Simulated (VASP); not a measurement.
Here is a VASP 6.6.1 calculation.

INCAR

```
PREC = Accurate
ENCUT = 520
EDIFF = 1E-6
ISMEAR = 0
SIGMA = 0.1
LREAL = F
LASPH = T
NELM = 80
ALGO = Fast
ISIF = 2
LWAVE = F
LCHARG = F
GGA = RP
NBANDS = 11
```

KPOINTS

```
regular mesh
0
Gamma
  4 4 4
```

POSCAR

```
Ca
1.0
    3.4886563400      0.0000000000      0.0000000000
    0.0000000000      3.4886563400      0.0000000000
    0.0000000000      0.0000000000      3.4886563400
Ca
1
Direct
    0.6790000000      0.1020000000      0.4920000000
```

Potentials or basis: VASP PAW PBE potentials, release 64 (Ca_sv).

Run with:

```console
$ cat potpaw_PBE.64/Ca_sv/POTCAR > POTCAR
$ mpirun -np 1 vasp_std > vasp.out
```

Problem. Estimate the band gap on the k mesh.

Solution. Zero (bands 5 and 6 overlap by 1.24 eV).

Problem. Estimate the pressure.

Solution. 1.9 GPa.

Caveat: the k points lie up to 0.45 Å⁻¹ apart, too coarse for converged energies and pressures of a metal; the PAW data sets were made with another functional, which shifts forces and pressure a little.
